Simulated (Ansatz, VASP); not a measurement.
**One calculation of SbO6, two programs**

```
CELL_PARAMETERS angstrom
-2.91958 2.91958 2.91958
2.91958 -2.91958 2.91958
2.91958 2.91958 -2.91958
ATOMIC_POSITIONS crystal
Sb 0.00000 0.00000 0.00000
O 0.00000 0.61185 0.61185
O 0.00000 0.38815 0.38815
O 0.61185 0.61185 0.00000
O 0.38815 0.38815 0.00000
O 0.61185 0.00000 0.61185
O 0.38815 0.00000 0.38815
```

Alike in both runs: task single point; functional PBE; k mesh 10 × 10 × 10; occupations gaussian, width 0.1 eV; no spin polarisation.

|  | VASP | Ansatz |
| --- | --- | --- |
| version | VASP 6.6.1 | Ansatz 0.2.0 |
| potentials or method | VASP PAW PBE potentials, release 64 (Sb_d_GW, O), cutoff 600 eV | scalar-relativistic, plane waves, PAW |
| valence electrons in the cell | 51 | 51 |

```csv
,VASP,Ansatz,Ansatz less VASP
gap on the k mesh at the Fermi level (eV),none,none,-
pressure (GPa),0.4,0.0,-0.43
rms of the force components (eV/Å),0.248,0.002,-0.2462
```

Atom by atom the forces differ by 0.250 eV/Å (rms over components). A gap of «none» marks a metal or a gap that the smearing closes. One of these differences is far larger than is usual between the two programs; its cause wasn't traced.

Spin-orbit coupling is off throughout.
